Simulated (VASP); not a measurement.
# Li (P1) in VASP: notebook, part 2 of 2

VASP 6.6.1.

## Step 4: Single point, PBEsol

Contents of INCAR:

```
SYSTEM = Li
PREC = Accurate
ENCUT = 520
EDIFF = 1E-6
ISMEAR = -1
SIGMA = 0.16
LREAL = Auto
LASPH = .TRUE.
NELM = 100
ALGO = Normal
ISIF = 2
LWAVE = .FALSE.
LCHARG = .TRUE.
GGA = PS
LELF = .TRUE.
LVHAR = .TRUE.
NBANDS = 38
```

Contents of KPOINTS:

```
regular mesh
0
G
  2 2 2
  0 0 0
```

Contents of POSCAR:

```
Li
1.0
    7.3128730000      0.0000000000      0.0000000000
    0.0000000000      7.3128730000      0.0000000000
    0.0000000000      0.0000000000      7.3128730000
Li
16
Direct
    0.0062219049      0.0297283981     -0.0090798787
    0.5442867666      0.0121156213     -0.0868878757
   -0.1118438677      0.6319540897      0.0621916995
    0.1303181390     -0.0379604569      0.4308840041
    0.3897237105      0.2038049888      0.1270772787
    0.4914621107      0.4161155267     -0.0435533340
    0.3908450208      0.1144693748      0.5202469672
    0.8861770196      0.3139395420      0.2260124031
   -0.1001248073      0.5954157826      0.4962755404
    0.3286122978      0.7462183467      0.2201460356
    0.1320274535      0.2714391457      0.8053469546
    0.5338941344      0.4945662259      0.3309096165
    0.6425791888      0.9233306800      0.2526913841
    0.8326549634      0.2094525640      0.6800883866
    0.1210741661      0.6999574586      0.7426219490
    0.4961934933      0.6466815436      0.7065622499
```

Potentials or basis: VASP PAW PBE potentials, release 64 (Li_sv).

Command:

```
cat potpaw_PBE.64/Li_sv/POTCAR > POTCAR
mpirun -np 1 vasp_std > vasp.out
```

OUTCAR:

```text
SYSTEM = Li
   PREC = Accurate
   ENCUT = 520
   EDIFF = 1E-6
   ISMEAR = -1
   LREAL = Auto
   LASPH = .TRUE.
   NELM = 100
   ISIF = 2
   GGA = PS

 ion  position               nearest neighbor table
   1  0.006  0.030  0.991-  11 2.41
   2  0.544  0.012  0.913-   5 2.39
   3  0.888  0.632  0.062-
   4  0.130  0.962  0.431-   7 2.30
   5  0.390  0.204  0.127-   6 2.13   2 2.39
   6  0.491  0.416  0.956-   5 2.13  16 2.49
   7  0.391  0.114  0.520-   4 2.30
   8  0.886  0.314  0.226-
   9  0.900  0.595  0.496-  15 2.54
  10  0.329  0.746  0.220-  12 2.51
  11  0.132  0.271  0.805-   1 2.41  14 2.42
  12  0.534  0.495  0.331-  10 2.51
  13  0.643  0.923  0.253-
  14  0.833  0.209  0.680-  11 2.42
  15  0.121  0.700  0.743-   9 2.54
  16  0.496  0.647  0.707-   6 2.49

  LATTYP: Found a simple cubic cell.
 ALAT       =     7.3128730000

  Lattice vectors:

 A1 = (   7.3128730000,   0.0000000000,   0.0000000000)
 A2 = (   0.0000000000,   7.3128730000,   0.0000000000)
 A3 = (   0.0000000000,   0.0000000000,   7.3128730000)

Analysis of symmetry for initial positions (statically):
=====================================================================
 Subroutine PRICEL returns:
 Original cell was already a primitive cell.

 Routine SETGRP: Setting up the symmetry group for a
 simple cubic supercell.

 Subroutine GETGRP returns: Found  1 space group operations
 (whereof  1 operations were pure point group operations)
 out of a pool of 48 trial point group operations.

The static configuration has the point symmetry C_1 .

Analysis of symmetry for dynamics (positions and initial velocities):
=====================================================================
 Subroutine PRICEL returns:
 Original cell was already a primitive cell.

 Routine SETGRP: Setting up the symmetry group for a
 simple cubic supercell.

 Subroutine GETGRP returns: Found  1 space group operations
 (whereof  1 operations were pure point group operations)
 out of a pool of 48 trial point group operations.

The dynamic configuration has the point symmetry C_1 .

 Subroutine INISYM returns: Found  1 space group operations
 (whereof  1 operations are pure point group operations),
 and found     1 'primitive' translations

----------------------------------------------------------------------------------------

                                     Primitive cell

  volume of cell :     391.0786

  direct lattice vectors                    reciprocal lattice vectors
     7.312873000  0.000000000  0.000000000     0.136745162  0.000000000  0.000000000
     0.000000000  7.312873000  0.000000000     0.000000000  0.136745162  0.000000000
     0.000000000  0.000000000  7.312873000     0.000000000  0.000000000  0.136745162

  length of vectors
     7.312873000  7.312873000  7.312873000     0.136745162  0.136745162  0.136745162

  position of ions in fractional coordinates (direct lattice)
     0.006221905  0.029728398  0.990920121
     0.544286767  0.012115621  0.913112124
     0.888156132  0.631954090  0.062191699
     0.130318139  0.962039543  0.430884004
     0.389723711  0.203804989  0.127077279
     0.491462111  0.416115527  0.956446666
[... 8 lines left out ...]
     0.121074166  0.699957459  0.742621949
     0.496193493  0.646681544  0.706562250
[... 49 lines left out ...]
  0.500000  0.000000  0.000000      1.000000
  0.000000  0.500000  0.000000      1.000000
  0.000000  0.000000  0.500000      1.000000
  0.500000  0.500000  0.000000      1.000000
  0.000000  0.500000  0.500000      1.000000
  0.500000  0.000000  0.500000      1.000000
  0.500000  0.500000  0.500000      1.000000
   k-points           NKPTS =      8   k-points in BZ     NKDIM =      8   number of bands    NBANDS=     38
   number of dos      NEDOS =    301   number of ions     NIONS =     16
   total plane-waves  NPLWV = 157464
   dimension x,y,z NGX =    54 NGY =   54 NGZ =   54
   dimension x,y,z NGXF=   108 NGYF=  108 NGZF=  108
   ions per type =              16
   NGX,Y,Z   is equivalent  to a cutoff of  12.28, 12.28, 12.28 a.u.
   NGXF,Y,Z  is equivalent  to a cutoff of  24.55, 24.55, 24.55 a.u.
 SYSTEM =  Li
   PREC   = accura    normal or accurate (medium, high low for compatibility)
   ISTART =      0    job   : 0-new  1-cont  2-samecut
   ICHARG =      2    charge: 1-file 2-atom 10-const
   ISPIN  =      1    spin polarized calculation?
   LNONCOLLINEAR =      F non collinear calculations
   LSORBIT =      F    spin-orbit coupling
   LASPH  =      T    aspherical Exc in radial PAW
   ENCUT  =  520.0 eV  38.22 Ry    6.18 a.u.  13.60 13.60 13.60*2*pi/ulx,y,z
   NELM   =    100;   NELMIN=  2; NELMDL= -5     # of ELM steps
   EDIFF  = 0.1E-05   stopping-criterion for ELM
   LREAL  =      T    real-space projection
   EDIFFG = 0.1E-04   stopping-criterion for IOM
   NSW    =      0    number of steps for IOM
   IBRION =     -1    ionic relax: 0-MD 1-quasi-New 2-CG
   NFREE  =      0    steps in history (QN), initial steepest desc. (CG)
   ISIF   =      2    stress and relaxation
   ISYM   =      2    0-nonsym 1-usesym 2-fastsym
   POTIM  = 0.5000    time-step for ionic-motion
   TEBEG  =    0.0;   TEEND  =   0.0 temperature during run
   PSTRESS=    0.0 pullay stress
   NELECT =      48.0000    total number of electrons
   NUPDOWN=      -1.0000    fix difference up-down
   EMIN   =  10.00;   EMAX   =-10.00  energy-range for DOS
   EFERMI =   0.00;   METHOD = LEGACY
   ISMEAR =    -1;   SIGMA  =   0.16  broadening in eV -4-tet -1-fermi 0-gaus
   EFERMI_NEDOS =   21; number of points for ismear=-14 and -15
   IALGO  =     38    algorithm
   IMIX   =      4    mixing-type and parameters
     AMIX     =   0.40;   BMIX     =  1.00
     AMIX_MAG =   1.60;   BMIX_MAG =  1.00
  volume/ion in A,a.u.               =      24.44       164.95
  Fermi-wavevector in a.u.,A,eV,Ry     =   0.813581  1.537444  9.005877  0.661913
  Thomas-Fermi vector in A             =   1.923332
   LORBIT       =      0    0 simple, 1 ext, 2 COOP (PROOUT), +10 PAW based schemes
   GGA     = PS    functional components
   LHFCALC =     F    Hartree Fock is set to
   AEXX    =    0.0000 exact exchange contribution
   IVDW    =     0    specifies the selected vdW correction
   LEPSILON=     F    determine dielectric tensor
   LRPA    =     F    only Hartree local field effects (RPA)
 non-spin polarized calculation
  energy-cutoff  :      520.00
  volume of cell :      391.08
 maximum number of plane-waves:     10568
   NGX = 27   NGY = 27   NGZ = 27

 number of electron      48.0000005 magnetization

 Free energy of the ion-electron system (eV)
  ---------------------------------------------------
  ext. energy  EPLUGINS =         0.00000000
  ---------------------------------------------------
  free energy    TOTEN  =       -27.51089539 eV

  energy without entropy =      -26.76059910  energy(sigma->0) =      -27.13574724

 E-fermi :  -0.0197     XC(G=0):  -6.5373

 val. band max:       -0.0215258492   @ k =   0.5000   0.0000   0.5000
 cond. band min:       0.0294721534   @ k =   0.5000   0.5000   0.0000
 fundamental gap:      0.0509980026
 Fermi energy:        -0.0197194884

 k-point     1 :       0.0000    0.0000    0.0000
  band No.  band energies     occupation
      1     -46.7078      2.00000
      2     -46.5567      2.00000
      3     -46.4687      2.00000
      4     -46.4524      2.00000
      5     -46.4307      2.00000
      6     -46.3746      2.00000
[... 301 lines left out ...]
     35       2.7511      0.00000
     36       2.8364      0.00000
 [bands above 36 left out]

------------------------ aborting loop because EDIFF is reached ----------------------------------------

  FORCE on cell =-STRESS in cart. coord.  units (eV):
  Direction    XX          YY          ZZ          XY          YZ          ZX
  --------------------------------------------------------------------------------------
  -------------------------------------------------------------------------------------
  Total       -2.1251326     -0.0722204     -0.0294493      1.8059756     -1.4069629      0.2254381
  in kB       -8.7062778     -0.2958736     -0.1206482      7.3987501     -5.7640684      0.9235785
  external PRESSURE =      -3.0409332 kB  Pullay stress =       0.0000000 kB

 VOLUME and BASIS-vectors are now :
 -----------------------------------------------------------------------------
  energy-cutoff  :      520.00
  volume of cell :      391.08
      direct lattice vectors                 reciprocal lattice vectors
     7.312873000  0.000000000  0.000000000     0.136745162  0.000000000  0.000000000
     0.000000000  7.312873000  0.000000000     0.000000000  0.136745162  0.000000000
     0.000000000  0.000000000  7.312873000     0.000000000  0.000000000  0.136745162

 POSITION                                       TOTAL-FORCE (eV/Angst)
 -----------------------------------------------------------------------------------
      0.04550      0.21740      7.24647        -0.015313     -0.639220      0.365469
      3.98030      0.08860      6.67747         0.140306     -0.464225     -0.583580
      6.49497      4.62140      0.45480        -0.216769      0.162428     -0.210317
      0.95300      7.03527      3.15100        -0.909248     -0.101380     -0.180232
      2.85000      1.49040      0.92930        -1.026908     -0.605866      1.030851
      3.59400      3.04300      6.99437         0.660035      0.585166     -0.507205
[... 8 lines left out ...]
      0.88540      5.11870      5.43070         0.330351      0.235277      0.392149
      3.62860      4.72910      5.16700         0.246588      0.393120     -0.432256
 -----------------------------------------------------------------------------------
    total drift:                                0.003841     -0.011589      0.001962

  FREE ENERGIE OF THE ION-ELECTRON SYSTEM (eV)
  ---------------------------------------------------
  free  energy   TOTEN  =       -27.5108953925 eV

  energy  without entropy=      -26.7605990955  energy(sigma->0) =      -27.13574724
```

Run time: 2 min. Hardware: 1 thread of Intel Xeon Platinum 8375C at 2.90GHz (Ice Lake), shared host; peak memory 0.38 GiB.

Results:

```
Free energy            : -27.5109 eV
Largest force          : 1.576 eV/Å
Band gap on the k mesh : zero (bands 24 and 25 overlap by 0.67 eV)
```

Forces on the atoms (eV/Å):
```
Li  -0.015 -0.639  0.365
Li   0.140 -0.464 -0.584
Li  -0.217  0.162 -0.210
Li  -0.909 -0.101 -0.180
Li  -1.027 -0.606  1.031
Li   0.660  0.585 -0.507
Li   0.688  0.435  0.417
Li  -0.016 -0.490  0.043
Li  -0.221  0.052 -0.177
Li  -0.521 -0.004 -0.523
Li   0.861  0.713 -0.161
Li   0.248 -0.257  0.408
Li   0.528 -0.007  0.454
Li  -0.776 -0.005 -0.334
Li   0.330  0.235  0.392
Li   0.247  0.393 -0.432
```

Levels at points of the mesh, in eV from the Fermi level:
```
           k point  band 19  band 20  band 21  band 22  band 23  band 24  band 25  band 26  band 27  band 28
(0.00, 0.00, 0.00)    -1.08    -1.03    -0.86    -0.82    -0.72     0.38     0.45     0.61     0.65     1.01
(0.50, 0.00, 0.00)    -0.68    -0.62    -0.53    -0.47    -0.39    -0.36    -0.29    -0.11     1.02     1.10
(0.00, 0.50, 0.00)    -0.74    -0.61    -0.55    -0.50    -0.39    -0.32    -0.25    -0.13     1.07     1.32
(0.00, 0.00, 0.50)    -0.73    -0.62    -0.58    -0.49    -0.42    -0.27    -0.24    -0.05     0.99     1.12
(0.50, 0.50, 0.00)    -1.98    -1.94    -0.39    -0.17    -0.06     0.05     0.14     0.23     0.49     0.72
(0.00, 0.50, 0.50)    -1.97    -1.95    -0.27    -0.13    -0.06     0.07     0.13     0.33     0.39     0.61
(0.50, 0.00, 0.50)    -1.98    -1.90    -0.36    -0.13     0.00     0.09     0.17     0.22     0.32     0.56
(0.50, 0.50, 0.50)    -1.59    -1.50    -1.43    -1.39    -1.35    -1.25     1.59     1.68     1.73     1.92
```

Caveat: the k points lie up to 0.43 Å⁻¹ apart, too coarse for converged energies and pressures of a metal; the cutoff is under 1.25 times the usual one of these potentials, so pressure, stress and relaxed cells hold a basis-set (Pulay) error; the PAW data sets were made with another functional, which shifts forces and pressure a little.

## Step 5: Overview

```csv
cell,gap on the mesh (eV),largest force (eV/Å)
"as given, atomic positions A",none,1.05
"as given, atomic positions B",none,1.33
"as given, atomic positions C",none,1.58
```

Alike in all rows: task single point; level PBEsol; potentials or basis VASP PAW PBE potentials, release 64 (Li_sv); no spin polarisation; k mesh 2 × 2 × 2; cutoff (eV) 520; smearing fermi-dirac 0.16 eV.

Caveats: all runs use coarse meshes; the cutoff is under 1.25 times the usual one of these potentials, so pressure, stress and relaxed cells hold a basis-set (Pulay) error; the PAW data sets were made with another functional, which shifts forces and pressure a little.

Absolute energies hang on the potentials; compare differences alone.

The gap in the log of VASP goes by the Fermi energy; the results here count the filled bands.